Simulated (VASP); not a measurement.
A run of VASP 6.6.1 is set up as follows.

File INCAR:

```
ALGO = Normal
EDIFF = 1E-6
ENCUT = 500
GGA = PE
GGA_COMPAT = F
ISIF = 2
ISMEAR = -1
LASPH = T
LCHARG = T
LELF = T
LREAL = F
LVHAR = T
LWAVE = F
NBANDS = 33
NELM = 120
PREC = Accurate
SIGMA = 0.1
```

File KPOINTS:

```
k-points
0
Gamma
  4 4 4
```

POSCAR

```
Ba3SbP
1.0
    6.1131770000      0.0000000000      0.0000000000
    0.0000000000      6.1131770000      0.0000000000
    0.0000000000      0.0000000000      6.1131770000
Ba Sb P
3 1 1
Direct
    0.0000000000      0.5000000000      0.5000000000
    0.5000000000      0.0000000000      0.5000000000
    0.5000000000      0.5000000000      0.0000000000
    0.0000000000      0.0000000000      0.0000000000
    0.5000000000      0.5000000000      0.5000000000
```

Potentials or basis: VASP PAW PBE potentials, release 64 (Ba_sv, Sb_d_GW, P).

Launch:

```sh
$ cat potpaw_PBE.64/Ba_sv/POTCAR potpaw_PBE.64/Sb_d_GW/POTCAR potpaw_PBE.64/P/POTCAR > POTCAR
$ mpirun -np 1 vasp_std > vasp.out
```

(1) What does it give for the band gap on the k mesh?

(2) Estimate the pressure.

Results:

(1) 0.29 eV.

(2) -0.1 GPa.

Caveat: semilocal functionals underestimate gaps, and a narrow one can read as zero; spin-orbit coupling is left out, which moves the levels of the heavy elements.
